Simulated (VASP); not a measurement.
Wanted: the native input for a VASP 6.6.1 run.

```
Task                   : single point
Functional             : PBE
Potentials or basis    : VASP PAW PBE potentials, release 64 (Al)
Cutoff                 : 520 eV
k mesh                 : 8 × 8 × 18
Occupations            : gaussian, width 0.1 eV
Spin                   : no spin polarisation
Dipole correction      : no
Further INCAR settings : ALGO = Fast; EDIFF = 1e-06; NBANDS = 10; ISYM = 0
```

The structure of Al lies in POSCAR:

```
Al
1.0
    4.2142044188      0.0000000000      0.0042288317
    0.0000000000      4.2142065406      0.0000000000
   -2.1051736285      0.0000000000      1.9504544755
Al
2
Direct
    0.0000000000      0.0000000000      0.0000000000
    0.5000000000      0.5000000000      0.0000000000
```

One way to write it, as run:

INCAR

```
SYSTEM = Al
  PREC = Accurate
  ENCUT = 520
  EDIFF = 1E-6
  ISMEAR = 0
  SIGMA = 0.1
  LREAL = .FALSE.
  LASPH = .TRUE.
  NELM = 100
  ALGO = Fast
  ISIF = 2
  LWAVE = .FALSE.
  LCHARG = .FALSE.
  GGA = PE
  ISYM = 0
  NBANDS = 10
```

KPOINTS

```
Automatic mesh
0
G
  8 8 18
  0 0 0
```

Potentials or basis: VASP PAW PBE potentials, release 64 (Al).

Command:

```bash
$ cat potpaw_PBE.64/Al/POTCAR > POTCAR
$ mpirun -np 1 vasp_std > vasp.out
```

It gave:

```
Pressure               : -3.2 GPa
Band gap on the k mesh : zero (bands 3 and 4 overlap by 11.41 eV)
```

Caveat: the cell stands under tension.

Run time: 64 s on 1 thread of Intel(R) Xeon(R) 6975P-C (Granite Rapids) (shared host), peak memory 0.28 GiB.
